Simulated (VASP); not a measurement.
Input of a VASP 6.6.1 run:

Contents of INCAR:

```
PREC = Accurate
ENCUT = 500
EDIFF = 1E-6
ISMEAR = 0
SIGMA = 0.15
LREAL = F
LASPH = T
NELM = 120
ALGO = Normal
ISIF = 2
LWAVE = F
LCHARG = T
GGA = PE
LELF = T
LVHAR = T
NBANDS = 25
GGA_COMPAT = F
```

File KPOINTS:

```
Automatic mesh
0
Gamma
  3 3 3
```

The input POSCAR:

```
BaGaSiCl
1.0
    4.2040963001      0.0000000000      0.0000000000
    0.0000000000      4.2040963001      0.0000000000
    0.0000000000      0.0000000000      6.7507711213
Ba Ga Si Cl
1 1 1 1
Direct
    0.0000000000      0.0000000000      0.5000000000
    0.5000000000      0.5000000000      0.0000000000
    0.0000000000      0.0000000000      0.0000000000
    0.5000000000      0.5000000000      0.5000000000
```

Potentials or basis: VASP PAW PBE potentials, release 64 (Ba_sv, Ga_d, Si, Cl).

Run with:

```console
$ cat potpaw_PBE.64/Ba_sv/POTCAR potpaw_PBE.64/Ga_d/POTCAR potpaw_PBE.64/Si/POTCAR potpaw_PBE.64/Cl/POTCAR > POTCAR
$ mpirun -np 1 vasp_std > vasp.out
```

Question: What does it give for the pressure?

Answer: 0.5 GPa.

Question: Estimate the band gap on the k mesh.

Answer: Zero (bands 17 and 18 overlap by 1.13 eV).

Caveat: the k points lie up to 0.50 Å⁻¹ apart, too coarse for converged energies and pressures of a metal; spin-orbit coupling is left out, which moves the levels of the heavy elements.
